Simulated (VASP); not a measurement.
A run of VASP 6.6.1:

File INCAR:

```
SYSTEM = W2AuN3
PREC = Accurate ; ENCUT = 700
EDIFF = 1E-6 ; ISMEAR = 0
SIGMA = 0.15 ; LREAL = .FALSE.
LASPH = .TRUE. ; NELM = 120
ALGO = Normal ; ISIF = 2
LWAVE = .FALSE. ; LCHARG = .TRUE.
GGA = PE ; LELF = .TRUE.
LVHAR = .TRUE. ; NBANDS = 40
GGA_COMPAT = .FALSE.
```

Contents of KPOINTS:

```
regular mesh
0
G
  5 5 1
  0 0 0
```

POSCAR

```
W2AuN3
1.0
    2.9825218680      0.0000000000      0.0000000000
   -1.4912609340      2.5829397051      0.0000000000
    0.0000000000      0.0000000000     10.1767631744
W Au N
2 1 3
Direct
    0.3333333333      0.6666666667      0.7465265790
    0.6666666667      0.3333333333      0.2861785316
    0.3333333333      0.6666666667      0.0706403075
    0.6666666667      0.3333333333      0.8704127603
    0.6666666667      0.3333333333      0.6428789164
    0.3333333333      0.6666666667      0.3833619251
```

Potentials or basis: VASP PAW PBE potentials, release 64 (W_sv, Au_sv_GW, N).

Run with:

```sh
$ cat potpaw_PBE.64/W_sv/POTCAR potpaw_PBE.64/Au_sv_GW/POTCAR potpaw_PBE.64/N/POTCAR > POTCAR
$ mpirun -np 1 vasp_std > vasp.out
```

Hardware: 1 thread of AMD EPYC 7R43 64-Core Processor (Zen 3) (shared host).

Question: Estimate the wall time of this run.

Answer: Wall time 100 s on 1 thread of AMD EPYC 7R43 64-Core Processor (Zen 3), with other jobs on the host, peak memory 0.23 GiB. Counts: scf iterations 19, k points 5.
